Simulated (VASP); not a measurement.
# Al3Pd (Pm-3m) in VASP: a series of runs

The runs below take Al3Pd through single point, relaxation of cell and atoms, with PBE.

All numbers are computed with VASP 6.6.1; they aren't measurements. Logs are shortened: lines on timing, memory, paths and dates and some standing lists are left out, and cuts for length are marked.

## 1. The cell of the first run

Symmetry: Pm-3m, No. 221, cubic system. Conventional cell: a = 3.947 Å, b = 3.947 Å, c = 3.947 Å, α = 90.00°, β = 90.00°, γ = 90.00°. Within 3.7 Å of Al (site symmetry 4/mmm) lie 8 Al at 2.79 Å and 4 Pd at 2.79 Å. Pd (site symmetry m-3m) has 12 Al at 2.79 Å within 3.7 Å.

## 2. Single point, PBE

Contents of INCAR:

```
PREC = Accurate
ENCUT = 520
EDIFF = 1E-6
ISMEAR = 0
SIGMA = 0.1
LREAL = F
LASPH = T
NELM = 60
ALGO = Fast
ISIF = 2
LWAVE = F
LCHARG = F
GGA = PE
NBANDS = 18
```

Contents of KPOINTS:

```
Automatic mesh
0
Gamma
  4 4 4
```

Contents of POSCAR:

```
Al3Pd
1.0
    3.9469099000      0.0000000000      0.0000000000
    0.0000000000      3.9469099000      0.0000000000
    0.0000000000      0.0000000000      3.9469099000
Al Pd
3 1
Direct
    0.0000000000      0.5000000000      0.5000000000
    0.5000000000      0.0000000000      0.5000000000
    0.5000000000      0.5000000000      0.0000000000
    0.0000000000      0.0000000000      0.0000000000
```

Potentials or basis: VASP PAW PBE potentials, release 64 (Al, Pd).

Command:

```
$ cat potpaw_PBE.64/Al/POTCAR potpaw_PBE.64/Pd/POTCAR > POTCAR
$ mpirun -np 1 vasp_std > vasp.out
```

OUTCAR:

```text
PREC = Accurate
   ENCUT = 520
   EDIFF = 1E-6
   ISMEAR = 0
   LREAL = F
   LASPH = T
   NELM = 60
   ISIF = 2
   GGA = PE

 ion  position               nearest neighbor table
   1  0.000  0.500  0.500-   2 2.79   3 2.79   4 2.79   3 2.79   4 2.79   2 2.79   4 2.79   4 2.79
                             2 2.79   3 2.79   3 2.79   2 2.79
   2  0.500  0.000  0.500-   1 2.79   3 2.79   4 2.79   3 2.79   4 2.79   1 2.79   3 2.79   3 2.79
                             1 2.79   4 2.79   4 2.79   1 2.79
   3  0.500  0.500  0.000-   1 2.79   2 2.79   4 2.79   1 2.79   2 2.79   2 2.79   4 2.79   2 2.79
                             1 2.79   4 2.79   1 2.79   4 2.79
   4  0.000  0.000  0.000-   1 2.79   2 2.79   3 2.79   1 2.79   2 2.79   1 2.79   3 2.79   1 2.79
                             2 2.79   3 2.79   2 2.79   3 2.79

  LATTYP: Found a simple cubic cell.
 ALAT       =     3.9469099000

  Lattice vectors:

 A1 = (   3.9469099000,   0.0000000000,   0.0000000000)
 A2 = (   0.0000000000,   3.9469099000,   0.0000000000)
 A3 = (   0.0000000000,   0.0000000000,   3.9469099000)

Analysis of symmetry for initial positions (statically):
=====================================================================
 Subroutine PRICEL returns:
 Original cell was already a primitive cell.

 Routine SETGRP: Setting up the symmetry group for a
 simple cubic supercell.

 Subroutine GETGRP returns: Found 48 space group operations
 (whereof 48 operations were pure point group operations)
 out of a pool of 48 trial point group operations.

The static configuration has the point symmetry O_h .

Analysis of symmetry for dynamics (positions and initial velocities):
=====================================================================
 Subroutine PRICEL returns:
 Original cell was already a primitive cell.

 Routine SETGRP: Setting up the symmetry group for a
 simple cubic supercell.

 Subroutine GETGRP returns: Found 48 space group operations
 (whereof 48 operations were pure point group operations)
 out of a pool of 48 trial point group operations.

The dynamic configuration has the point symmetry O_h .

 Subroutine INISYM returns: Found 48 space group operations
 (whereof 48 operations are pure point group operations),
 and found     1 'primitive' translations

----------------------------------------------------------------------------------------

                                     Primitive cell

  volume of cell :      61.4853

  direct lattice vectors                    reciprocal lattice vectors
     3.946909900  0.000000000  0.000000000     0.253362764  0.000000000  0.000000000
     0.000000000  3.946909900  0.000000000     0.000000000  0.253362764  0.000000000
     0.000000000  0.000000000  3.946909900     0.000000000  0.000000000  0.253362764

  length of vectors
     3.946909900  3.946909900  3.946909900     0.253362764  0.253362764  0.253362764

  position of ions in fractional coordinates (direct lattice)
     0.000000000  0.500000000  0.500000000
     0.500000000  0.000000000  0.500000000
     0.500000000  0.500000000  0.000000000
     0.000000000  0.000000000  0.000000000

  ion indices of the primitive-cell ions
   primitive index   ion index
                 1           1
                 2           2
                 3           3
                 4           4

----------------------------------------------------------------------------------------

 KPOINTS: Automatic mesh

Automatic generation of k-mesh.
 Grid dimensions read from file:
 generate k-points for:    4    4    4

 Generating k-lattice:

  Cartesian coordinates                     Fractional coordinates (reciprocal lattice)
     0.063340691  0.000000000  0.000000000     0.250000000  0.000000000  0.000000000
     0.000000000  0.063340691  0.000000000     0.000000000  0.250000000  0.000000000
     0.000000000  0.000000000  0.063340691     0.000000000  0.000000000  0.250000000

  Length of vectors
     0.063340691  0.063340691  0.063340691

  Shift w.r.t. Gamma in fractional coordinates (k-lattice)
     0.000000000  0.000000000  0.000000000

 Subroutine IBZKPT returns following result:
 ===========================================

 Found     10 irreducible k-points:

 Following reciprocal coordinates:
            Coordinates               Weight
  0.000000  0.000000  0.000000      1.000000
  0.250000  0.000000  0.000000      6.000000
  0.500000  0.000000  0.000000      3.000000
  0.250000  0.250000  0.000000     12.000000
  0.500000  0.250000  0.000000     12.000000
  0.500000  0.500000  0.000000      3.000000
  0.250000  0.250000  0.250000      8.000000
  0.500000  0.250000  0.250000     12.000000
  0.500000  0.500000  0.250000      6.000000
  0.500000  0.500000  0.500000      1.000000
   k-points           NKPTS =     10   k-points in BZ     NKDIM =     10   number of bands    NBANDS=     18
   number of dos      NEDOS =    301   number of ions     NIONS =      4
   total plane-waves  NPLWV =  27000
   dimension x,y,z NGX =    30 NGY =   30 NGZ =   30
   dimension x,y,z NGXF=    60 NGYF=   60 NGZF=   60
   ions per type =               3   1
   NGX,Y,Z   is equivalent  to a cutoff of  12.64, 12.64, 12.64 a.u.
   NGXF,Y,Z  is equivalent  to a cutoff of  25.27, 25.27, 25.27 a.u.
 SYSTEM =  unknown system
   PREC   = accura    normal or accurate (medium, high low for compatibility)
   ISTART =      0    job   : 0-new  1-cont  2-samecut
   ICHARG =      2    charge: 1-file 2-atom 10-const
   ISPIN  =      1    spin polarized calculation?
   LNONCOLLINEAR =      F non collinear calculations
   LSORBIT =      F    spin-orbit coupling
   LASPH  =      T    aspherical Exc in radial PAW
   ENCUT  =  520.0 eV  38.22 Ry    6.18 a.u.   7.34  7.34  7.34*2*pi/ulx,y,z
   NELM   =     60;   NELMIN=  2; NELMDL= -5     # of ELM steps
   EDIFF  = 0.1E-05   stopping-criterion for ELM
   LREAL  =      F    real-space projection
   EDIFFG = 0.1E-04   stopping-criterion for IOM
   NSW    =      0    number of steps for IOM
   IBRION =     -1    ionic relax: 0-MD 1-quasi-New 2-CG
   NFREE  =      0    steps in history (QN), initial steepest desc. (CG)
   ISIF   =      2    stress and relaxation
   ISYM   =      2    0-nonsym 1-usesym 2-fastsym
   POTIM  = 0.5000    time-step for ionic-motion
   TEBEG  =    0.0;   TEEND  =   0.0 temperature during run
   PSTRESS=    0.0 pullay stress
   NELECT =      19.0000    total number of electrons
   NUPDOWN=      -1.0000    fix difference up-down
   EMIN   =  10.00;   EMAX   =-10.00  energy-range for DOS
   EFERMI =   0.00;   METHOD = LEGACY
   ISMEAR =     0;   SIGMA  =   0.10  broadening in eV -4-tet -1-fermi 0-gaus
   EFERMI_NEDOS =   21; number of points for ismear=-14 and -15
   IALGO  =     68    algorithm
   IMIX   =      4    mixing-type and parameters
     AMIX     =   0.40;   BMIX     =  1.00
     AMIX_MAG =   1.60;   BMIX_MAG =  1.00
  volume/ion in A,a.u.               =      15.37       103.73
  Fermi-wavevector in a.u.,A,eV,Ry     =   1.106799  2.091547 16.667196  1.225004
  Thomas-Fermi vector in A             =   2.243305
   LORBIT       =      0    0 simple, 1 ext, 2 COOP (PROOUT), +10 PAW based schemes
   GGA     = PE    functional components
   LHFCALC =     F    Hartree Fock is set to
   AEXX    =    0.0000 exact exchange contribution
   IVDW    =     0    specifies the selected vdW correction
   LEPSILON=     F    determine dielectric tensor
   LRPA    =     F    only Hartree local field effects (RPA)
 non-spin polarized calculation
 RMM-DIIS sequential band-by-band and
 Gauss-broadening in eV      SIGMA  =   0.10
  energy-cutoff  :      520.00
  volume of cell :       61.49
 maximum number of plane-waves:      1671
 NGX is ok and might be reduce to    30
   NGX = 15   NGY = 15   NGZ = 15

 number of electron      19.0000003 magnetization

 Free energy of the ion-electron system (eV)
  ---------------------------------------------------
  ext. energy  EPLUGINS =         0.00000000
  ---------------------------------------------------
  free energy    TOTEN  =       -17.88208794 eV

  energy without entropy =      -17.87453442  energy(sigma->0) =      -17.87831118

 E-fermi :   9.8224     XC(G=0): -11.0651

 val. band max:        9.3799787452   @ k =   0.0000   0.0000   0.0000
 cond. band min:       9.8367804124   @ k =   0.5000   0.0000   0.0000
 fundamental gap:      0.4568016672
 Fermi energy:         9.8224078860

 k-point     1 :       0.0000    0.0000    0.0000
  band No.  band energies     occupation
      1      -1.7695      2.00000
      2       4.2755      2.00000
      3       4.2755      2.00000
      4       5.6473      2.00000
      5       5.6473      2.00000
      6       5.6473      2.00000
[... 10 lines left out ...]
     17      16.9183      0.00000
     18      16.9183      0.00000

 k-point     2 :       0.2500    0.0000    0.0000
  band No.  band energies     occupation
      1      -1.1638      2.00000
      2       3.1550      2.00000
      3       4.4496      2.00000
      4       5.1391      2.00000
      5       5.1391      2.00000
      6       5.6869      2.00000
[... 10 lines left out ...]
     17      16.7401      0.00000
     18      16.7423      0.00000

 k-point     3 :       0.5000    0.0000    0.0000
  band No.  band energies     occupation
      1       0.3415      2.00000
      2       0.8910      2.00000
      3       4.6430      2.00000
      4       4.8357      2.00000
      5       4.8357      2.00000
      6       5.7272      2.00000
[... 10 lines left out ...]
     17      18.3719      0.00000
     18      18.3761      0.00000

 k-point     4 :       0.2500    0.2500    0.0000
  band No.  band energies     occupation
      1      -0.5785      2.00000
      2       3.4662      2.00000
      3       3.5858      2.00000
      4       4.8580      2.00000
      5       5.1610      2.00000
      6       5.3831      2.00000
[... 81 lines left out ...]
      4       4.8299      2.00000
      5       4.9022      2.00000
      6       5.0553      2.00000
[... 10 lines left out ...]
     17      18.2044      0.00000
     18      19.0793      0.00000

 k-point     9 :       0.5000    0.5000    0.2500
  band No.  band energies     occupation
      1       2.1317      2.00000
      2       3.1044      2.00000
      3       3.1044      2.00000
      4       4.0962      2.00000
      5       5.2901      2.00000
      6       5.2901      2.00000
[... 10 lines left out ...]
     17      19.6842      0.00000
     18      20.9306      0.00000

 k-point    10 :       0.5000    0.5000    0.5000
  band No.  band energies     occupation
      1       3.1926      2.00000
      2       3.1926      2.00000
      3       3.1926      2.00000
      4       4.2674      2.00000
      5       5.5903      2.00000
      6       5.5903      2.00000
[... 10 lines left out ...]
     17      21.2863      0.00000
     18      21.3327      0.00000

------------------------ aborting loop because EDIFF is reached ----------------------------------------

  FORCE on cell =-STRESS in cart. coord.  units (eV):
  Direction    XX          YY          ZZ          XY          YZ          ZX
  --------------------------------------------------------------------------------------
  -------------------------------------------------------------------------------------
  Total        0.4578277      0.4578277      0.4578277     -0.0000000     -0.0000000      0.0000000
  in kB       11.9300158     11.9300158     11.9300158     -0.0000000     -0.0000000      0.0000000
  external PRESSURE =      11.9300158 kB  Pullay stress =       0.0000000 kB

 VOLUME and BASIS-vectors are now :
 -----------------------------------------------------------------------------
  energy-cutoff  :      520.00
  volume of cell :       61.49
      direct lattice vectors                 reciprocal lattice vectors
     3.946909900  0.000000000  0.000000000     0.253362764  0.000000000  0.000000000
     0.000000000  3.946909900  0.000000000     0.000000000  0.253362764  0.000000000
     0.000000000  0.000000000  3.946909900     0.000000000  0.000000000  0.253362764

 POSITION                                       TOTAL-FORCE (eV/Angst)
 -----------------------------------------------------------------------------------
      0.00000      1.97345      1.97345         0.000000      0.000000      0.000000
      1.97345      0.00000      1.97345         0.000000      0.000000      0.000000
      1.97345      1.97345      0.00000         0.000000      0.000000      0.000000
      0.00000      0.00000      0.00000         0.000000      0.000000      0.000000
 -----------------------------------------------------------------------------------
    total drift:                                0.000000     -0.000000      0.000000

  FREE ENERGIE OF THE ION-ELECTRON SYSTEM (eV)
  ---------------------------------------------------
  free  energy   TOTEN  =       -17.8820879395 eV

  energy  without entropy=      -17.8745344233  energy(sigma->0) =      -17.87831118
```

Wall time 7.9 s (1 thread of Intel Xeon 6975P-C (Granite Rapids), shared host); peak memory 0.16 GiB.

What came out:

```yaml
Free_energy: -17.8821 eV
Pressure: 1.2 GPa
Band_gap_on_the_k_mesh: zero (an odd number of electrons rules out a gap without spin polarisation)
```

Caveat: the k points lie up to 0.40 Å⁻¹ apart, too coarse for converged energies and pressures of a metal.

[end of part 1 of 2]

The gap in the log of VASP goes by the Fermi energy; the results here count the filled bands.